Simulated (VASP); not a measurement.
Write the native input for VASP 6.6.1 that does the following.

```
Task                   : single point
Functional             : PBEsol
Potentials or basis    : VASP PAW PBE potentials, release 64 (Pb_d, Cs_sv, Cl)
Cutoff                 : 520 eV
k mesh                 : 4 × 4 × 4
Occupations            : fermi-dirac, width 0.05 eV
Spin                   : no spin polarisation
Dipole correction      : no
Further INCAR settings : ALGO = Normal; EDIFF = 1e-06; NBANDS = 30
```

The structure of CsPbCl3 lies in POSCAR:

```
CsPbCl3
1.0
    5.6050000000      0.0000000000      0.0000000000
    0.0000000000      5.6050000000      0.0000000000
    0.0000000000      0.0000000000      5.8292000000
Pb Cs Cl
1 1 3
Direct
    0.5000000000      0.5000000000      0.5000000000
    0.0000000000      0.0000000000      0.0000000000
    0.5000000000      0.0000000000      0.5000000000
    0.0000000000      0.5000000000      0.5000000000
    0.5000000000      0.5000000000      0.0000000000
```

These files were run (other wordings do the same):

INCAR

```
SYSTEM = CsPbCl3
PREC = Accurate
ENCUT = 520
EDIFF = 1E-6
ISMEAR = -1
SIGMA = 0.05
LREAL = .FALSE.
LASPH = .TRUE.
NELM = 60
ALGO = Normal
ISIF = 2
LWAVE = .FALSE.
LCHARG = .FALSE.
GGA = PS
NBANDS = 30
```

KPOINTS

```
Automatic mesh
0
G
  4 4 4
  0 0 0
```

Potentials or basis: VASP PAW PBE potentials, release 64 (Pb_d, Cs_sv, Cl).

Command:

```console
$ cat potpaw_PBE.64/Pb_d/POTCAR potpaw_PBE.64/Cs_sv/POTCAR potpaw_PBE.64/Cl/POTCAR > POTCAR
$ mpirun -np 1 vasp_std > vasp.out
```

It gave:

```
Pressure               : -0.6 GPa
Band gap on the k mesh : 1.77 eV, direct
```

Caveat: the PAW data sets were made with another functional, which shifts forces and pressure a little; spin-orbit coupling is left out, which moves the levels of the heavy elements.

It took 61 s on 1 thread of Intel(R) Xeon(R) Platinum 8375C CPU @ 2.90GHz (Ice Lake), with other jobs on the host, peak memory 0.32 GiB.
